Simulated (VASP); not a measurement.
# Bi2Se3 (R-3m) in VASP: single point with PBE

Aim: the single point of Bi2Se3 with PBE.

Everything below comes from runs of VASP 6.6.1. Logs are shortened: lines on timing, memory, paths and dates and some standing lists are left out, and cuts for length are marked.

### Step 1. The cell of the first run

The structure is trigonal, space group R-3m (No. 166). Conventional cell: a = 4.143 Å, b = 4.143 Å, c = 30.927 Å, α = 90.00°, β = 90.00°, γ = 120.00°. Bi (site symmetry 3m) has 6 Se at 2.92 to 3.17 Å within 3.8 Å. Within 4.2 Å of Se (site symmetry -3m) lie 6 Bi at 3.17 Å and 6 Se at 4.14 Å. Se (site symmetry 3m) has 3 Bi at 2.92 Å and 3 Se at 3.67 Å within 3.8 Å.

### Step 2. Single point, PBE (strain +0.000 along x and y, +0.080 along z)

The input, INCAR:

```
SYSTEM = Bi2Se3
  ALGO = Normal
  EDIFF = 1E-7
  ENCUT = 520
  GGA = PE
  ISIF = 2
  ISMEAR = 0
  LASPH = .True.
  LCHARG = .False.
  LREAL = .False.
  LWAVE = .False.
  NBANDS = 32
  NELM = 80
  PREC = Accurate
  SIGMA = 0.03
```

The input, KPOINTS:

```
k-points
0
Gamma
  12 12 12
  0 0 0
```

The input, POSCAR:

```
Bi2Se3
1.0
    2.0714992968      1.1959806766     10.3089564000
   -2.0714992968      1.1959806766     10.3089564000
    0.0000000000     -2.3919613533     10.3089564000
Bi Se
2 3
Direct
    0.4008000000      0.4008000000      0.4008000000
    0.5992000000      0.5992000000      0.5992000000
    0.0000000000      0.0000000000      0.0000000000
    0.2117000000      0.2117000000      0.2117000000
    0.7883000000      0.7883000000      0.7883000000
```

Potentials or basis: VASP PAW PBE potentials, release 64 (Bi_d, Se).

Launch:

```console
$ cat potpaw_PBE.64/Bi_d/POTCAR potpaw_PBE.64/Se/POTCAR > POTCAR
$ mpirun -np 1 vasp_std > vasp.out
```

OUTCAR:

```text
SYSTEM = Bi2Se3
   EDIFF = 1E-7
   ENCUT = 520
   GGA = PE
   ISIF = 2
   ISMEAR = 0
   LASPH = .True.
   LREAL = .False.
   NELM = 80
   PREC = Accurate

 ion  position               nearest neighbor table
   1  0.401  0.401  0.401-   5 2.92   5 2.92   5 2.92   3 3.17   3 3.17   3 3.17
   2  0.599  0.599  0.599-   4 2.92   4 2.92   4 2.92   3 3.17   3 3.17   3 3.17
   3  0.000  0.000  0.000-   2 3.17   1 3.17   2 3.17   2 3.17   1 3.17   1 3.17
   4  0.212  0.212  0.212-   2 2.92   2 2.92   2 2.92
   5  0.788  0.788  0.788-   1 2.92   1 2.92   1 2.92

  LATTYP: Found a trigonal (rhomboedric) cell.
 ALAT       =    10.5828191505
 COS(alpha) =     0.9233703526

  Lattice vectors:

 A1 = (   2.0714992968,   1.1959806766,  10.3089564000)
 A2 = (  -2.0714992968,   1.1959806766,  10.3089564000)
 A3 = (   0.0000000000,  -2.3919613533,  10.3089564000)

Analysis of symmetry for initial positions (statically):
=====================================================================
 Subroutine PRICEL returns:
 Original cell was already a primitive cell.

 Routine SETGRP: Setting up the symmetry group for a
 trigonal (rhombohedral) supercell.

 Subroutine GETGRP returns: Found 12 space group operations
 (whereof 12 operations were pure point group operations)
 out of a pool of 12 trial point group operations.

The static configuration has the point symmetry D_3d.

Analysis of symmetry for dynamics (positions and initial velocities):
=====================================================================
 Subroutine PRICEL returns:
 Original cell was already a primitive cell.

 Routine SETGRP: Setting up the symmetry group for a
 trigonal (rhombohedral) supercell.

 Subroutine GETGRP returns: Found 12 space group operations
 (whereof 12 operations were pure point group operations)
 out of a pool of 12 trial point group operations.

The dynamic configuration has the point symmetry D_3d.

 Subroutine INISYM returns: Found 12 space group operations
 (whereof 12 operations are pure point group operations),
 and found     1 'primitive' translations

----------------------------------------------------------------------------------------

                                     Primitive cell

  volume of cell :     153.2410

  direct lattice vectors                    reciprocal lattice vectors
     2.071499297  1.195980677 10.308956400     0.241371069  0.139355652  0.032334343
    -2.071499297  1.195980677 10.308956400    -0.241371069  0.139355652  0.032334343
     0.000000000 -2.391961353 10.308956400     0.000000000 -0.278711303  0.032334343

  length of vectors
    10.582819151 10.582819151 10.582819151     0.280580649  0.280580649  0.280580649

  position of ions in fractional coordinates (direct lattice)
     0.400800000  0.400800000  0.400800000
     0.599200000  0.599200000  0.599200000
     0.000000000  0.000000000  0.000000000
     0.211700000  0.211700000  0.211700000
     0.788300000  0.788300000  0.788300000

  ion indices of the primitive-cell ions
   primitive index   ion index
                 1           1
                 2           2
                 3           3
                 4           4
                 5           5

----------------------------------------------------------------------------------------

 KPOINTS: k-points

Automatic generation of k-mesh.
 Grid dimensions read from file:
 generate k-points for:   12   12   12

 Generating k-lattice:

  Cartesian coordinates                     Fractional coordinates (reciprocal lattice)
     0.020114256  0.011612971  0.002694529     0.083333333  0.000000000  0.000000000
    -0.020114256  0.011612971  0.002694529     0.000000000  0.083333333  0.000000000
     0.000000000 -0.023225942  0.002694529     0.000000000  0.000000000  0.083333333

  Length of vectors
     0.023381721  0.023381721  0.023381721

  Shift w.r.t. Gamma in fractional coordinates (k-lattice)
     0.000000000  0.000000000  0.000000000

 Subroutine IBZKPT returns following result:
 ===========================================

 Found    189 irreducible k-points:

 Following reciprocal coordinates:
            Coordinates               Weight
  0.000000  0.000000  0.000000      1.000000
  0.083333  0.000000  0.000000      6.000000
  0.166667  0.000000  0.000000      6.000000
  0.250000  0.000000  0.000000      6.000000
  0.333333  0.000000  0.000000      6.000000
  0.416667  0.000000  0.000000      6.000000
[... 16 lines left out ...]
  0.500000  0.166667  0.000000     12.000000
 -0.416667  0.166667  0.000000     12.000000
 [... further k-points ...]
   k-points           NKPTS =    189   k-points in BZ     NKDIM =    189   number of bands    NBANDS=     32
   number of dos      NEDOS =    301   number of ions     NIONS =      5
   total plane-waves  NPLWV = 512000
   dimension x,y,z NGX =    80 NGY =   80 NGZ =   80
   dimension x,y,z NGXF=   160 NGYF=  160 NGZF=  160
   ions per type =               2   3
   NGX,Y,Z   is equivalent  to a cutoff of  12.57, 12.57, 12.57 a.u.
   NGXF,Y,Z  is equivalent  to a cutoff of  25.13, 25.13, 25.13 a.u.
 SYSTEM =  Bi2Se3
   PREC   = accura    normal or accurate (medium, high low for compatibility)
   ISTART =      0    job   : 0-new  1-cont  2-samecut
   ICHARG =      2    charge: 1-file 2-atom 10-const
   ISPIN  =      1    spin polarized calculation?
   LNONCOLLINEAR =      F non collinear calculations
   LSORBIT =      F    spin-orbit coupling
   LASPH  =      T    aspherical Exc in radial PAW
   ENCUT  =  520.0 eV  38.22 Ry    6.18 a.u.  19.68 19.68 19.68*2*pi/ulx,y,z
   NELM   =     80;   NELMIN=  2; NELMDL= -5     # of ELM steps
   EDIFF  = 0.1E-06   stopping-criterion for ELM
   LREAL  =      F    real-space projection
   EDIFFG = 0.1E-05   stopping-criterion for IOM
   NSW    =      0    number of steps for IOM
   IBRION =     -1    ionic relax: 0-MD 1-quasi-New 2-CG
   NFREE  =      0    steps in history (QN), initial steepest desc. (CG)
   ISIF   =      2    stress and relaxation
   ISYM   =      2    0-nonsym 1-usesym 2-fastsym
   POTIM  = 0.5000    time-step for ionic-motion
   TEBEG  =    0.0;   TEEND  =   0.0 temperature during run
   PSTRESS=    0.0 pullay stress
   NELECT =      48.0000    total number of electrons
   NUPDOWN=      -1.0000    fix difference up-down
   EMIN   =  10.00;   EMAX   =-10.00  energy-range for DOS
   EFERMI =   0.00;   METHOD = LEGACY
   ISMEAR =     0;   SIGMA  =   0.03  broadening in eV -4-tet -1-fermi 0-gaus
   EFERMI_NEDOS =   21; number of points for ismear=-14 and -15
   IALGO  =     38    algorithm
   IMIX   =      4    mixing-type and parameters
     AMIX     =   0.40;   BMIX     =  1.00
     AMIX_MAG =   1.60;   BMIX_MAG =  1.00
  volume/ion in A,a.u.               =      30.65       206.82
  Fermi-wavevector in a.u.,A,eV,Ry     =   1.111809  2.101015 16.818430  1.236120
  Thomas-Fermi vector in A             =   2.248376
   LORBIT       =      0    0 simple, 1 ext, 2 COOP (PROOUT), +10 PAW based schemes
   GGA     = PE    functional components
   LHFCALC =     F    Hartree Fock is set to
   AEXX    =    0.0000 exact exchange contribution
   IVDW    =     0    specifies the selected vdW correction
   LEPSILON=     F    determine dielectric tensor
   LRPA    =     F    only Hartree local field effects (RPA)
 non-spin polarized calculation
 Gauss-broadening in eV      SIGMA  =   0.03
  energy-cutoff  :      520.00
  volume of cell :      153.24
 maximum number of plane-waves:      4170
   NGX = 39   NGY = 39   NGZ = 39

 number of electron      48.0000004 magnetization

 Free energy of the ion-electron system (eV)
  ---------------------------------------------------
  ext. energy  EPLUGINS =         0.00000000
  ---------------------------------------------------
  free energy    TOTEN  =       -20.09904929 eV

  energy without entropy =      -20.09904929  energy(sigma->0) =      -20.09904929

 E-fermi :   4.2887     XC(G=0):  -9.1518

 val. band max:        4.1255026411   @ k =   0.0000   0.0000   0.0000
 cond. band min:       4.6386565786   @ k =   0.0000   0.0000   0.0000
 fundamental gap:      0.5131539375
 Fermi energy:         4.2887047987

 k-point     1 :       0.0000    0.0000    0.0000
  band No.  band energies     occupation
      1     -19.0003      2.00000
      2     -19.0003      2.00000
      3     -18.9999      2.00000
      4     -18.9999      2.00000
      5     -18.9813      2.00000
      6     -18.9796      2.00000
[... 24 lines left out ...]
     31       9.8097      0.00000
     32      10.9145      0.00000

 k-point     2 :       0.0833    0.0000    0.0000
  band No.  band energies     occupation
      1     -19.0007      2.00000
      2     -19.0002      2.00000
      3     -18.9986      2.00000
      4     -18.9982      2.00000
      5     -18.9804      2.00000
      6     -18.9787      2.00000
[... 24 lines left out ...]
     31       9.8880      0.00000
     32      10.6496      0.00000

 k-point     3 :       0.1667    0.0000    0.0000
  band No.  band energies     occupation
      1     -19.0018      2.00000
      2     -19.0012      2.00000
      3     -18.9939      2.00000
      4     -18.9936      2.00000
      5     -18.9779      2.00000
      6     -18.9761      2.00000
[... 24 lines left out ...]
     31       9.5376      0.00000
     32      10.4268      0.00000

 k-point     4 :       0.2500    0.0000    0.0000
  band No.  band energies     occupation
      1     -19.0039      2.00000
      2     -19.0030      2.00000
      3     -18.9875      2.00000
      4     -18.9872      2.00000
      5     -18.9784      2.00000
      6     -18.9766      2.00000
[... 654 lines left out ...]
     31       9.4854      0.00000
     32      10.3116      0.00000

 k-point    23 :       0.5000    0.1667    0.0000
  band No.  band energies     occupation
      1     -19.0025      2.00000
      2     -19.0014      2.00000
      3     -18.9839      2.00000
      4     -18.9824      2.00000
      5     -18.9804      2.00000
      6     -18.9795      2.00000
[... 24 lines left out ...]
     31       9.4076      0.00000
     32      10.0443      0.00000

 k-point    24 :      -0.4167    0.1667    0.0000
  band No.  band energies     occupation
      1     -19.0028      2.00000
      2     -19.0016      2.00000
      3     -18.9845      2.00000
      4     -18.9826      2.00000
      5     -18.9792      2.00000
      6     -18.9780      2.00000
[... 24 lines left out ...]
     31       9.3019      0.00000
     32      10.0458      0.00000

 [... further k-points ...]

------------------------ aborting loop because EDIFF is reached ----------------------------------------

  FORCE on cell =-STRESS in cart. coord.  units (eV):
  Direction    XX          YY          ZZ          XY          YZ          ZX
  --------------------------------------------------------------------------------------
  -------------------------------------------------------------------------------------
  Total       -0.7821329     -0.7821329     -3.8208337      0.0000000      0.0000000      0.0000000
  in kB       -8.1774189     -8.1774189    -39.9478872      0.0000000      0.0000000      0.0000000
  external PRESSURE =     -18.7675750 kB  Pullay stress =       0.0000000 kB

 VOLUME and BASIS-vectors are now :
 -----------------------------------------------------------------------------
  energy-cutoff  :      520.00
  volume of cell :      153.24
      direct lattice vectors                 reciprocal lattice vectors
     2.071499297  1.195980677 10.308956400     0.241371069  0.139355652  0.032334343
    -2.071499297  1.195980677 10.308956400    -0.241371069  0.139355652  0.032334343
     0.000000000 -2.391961353 10.308956400     0.000000000 -0.278711303  0.032334343

 POSITION                                       TOTAL-FORCE (eV/Angst)
 -----------------------------------------------------------------------------------
      0.00000     -0.00000     12.39549         0.000000     -0.000000      0.027600
      0.00000     -0.00000     18.53138         0.000000      0.000000     -0.027600
      0.00000      0.00000      0.00000         0.000000     -0.000000      0.000000
      0.00000     -0.00000      6.54722         0.000000     -0.000000      0.608367
      0.00000     -0.00000     24.37965         0.000000      0.000000     -0.608367
 -----------------------------------------------------------------------------------
    total drift:                                0.000000      0.000000     -0.000000

  FREE ENERGIE OF THE ION-ELECTRON SYSTEM (eV)
  ---------------------------------------------------
  free  energy   TOTEN  =       -20.0990492916 eV

  energy  without entropy=      -20.0990492916  energy(sigma->0) =      -20.09904929
```

Wall time 2.3 h (1 thread of Oxide Virtual Turin-like, shared host); peak memory 1.4 GiB.

Results:

* Free energy: -20.0990 eV
* Pressure: -1.9 GPa
* Largest force: 0.608 eV/Å
* Band gap on the k mesh: 0.51 eV

Forces on the atoms (eV/Å):
```
Bi   0.000  0.000  0.028
Bi   0.000  0.000 -0.028
Se   0.000  0.000  0.000
Se   0.000  0.000  0.608
Se   0.000  0.000 -0.608
```

Stress tensor (GPa, compression positive):
```
-0.82  0.00  0.00
 0.00 -0.82  0.00
 0.00  0.00 -3.99
```

Caveat: the cell differs from its parent crystal (strain +0.000 along x and y, +0.080 along z); spin-orbit coupling is left out, which moves the levels of the heavy elements.
